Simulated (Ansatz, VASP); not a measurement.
One calculation of ZrTiGe4, two programs

```
Zr Ti Ge
1.0
     3.76842    0.00000    0.00000
     0.00000    1.88809    7.36859
     0.00000   -1.88809    7.36859
Zr Ti Ge
1 1 4
Direct
  0.00000 0.89439 0.89439
  0.50000 0.10397 0.10397
  0.50000 0.44492 0.44492
  0.00000 0.56686 0.56686
  0.00000 0.24513 0.24513
  0.50000 0.74474 0.74474
```

Alike in both runs: functional PBE; k mesh 10 × 10 × 10; occupations fermi-dirac, width 0.15 eV; no spin polarisation.

Ansatz relaxed the structure, and its values are those at the end. VASP's run is a single point on that final structure, the one shown.

|  | VASP | Ansatz |
| --- | --- | --- |
| version | VASP 6.6.1 | Ansatz 0.2.0 |
| potentials or method | VASP PAW PBE potentials, release 64 (Zr_sv, Ti_sv, Ge_d), cutoff 500 eV | scalar-relativistic, plane waves, PAW |
| valence electrons in the cell | 80 | 80 |

VASP gave:

```
gap on the k mesh at the Fermi level (eV) : none
pressure (GPa)                            : 0.1
```

Task: What did Ansatz give for the same quantities?

Result: gap on the k mesh at the Fermi level (eV): none; pressure (GPa): 0.0.

A gap of «none» marks a metal or a gap that the smearing closes.
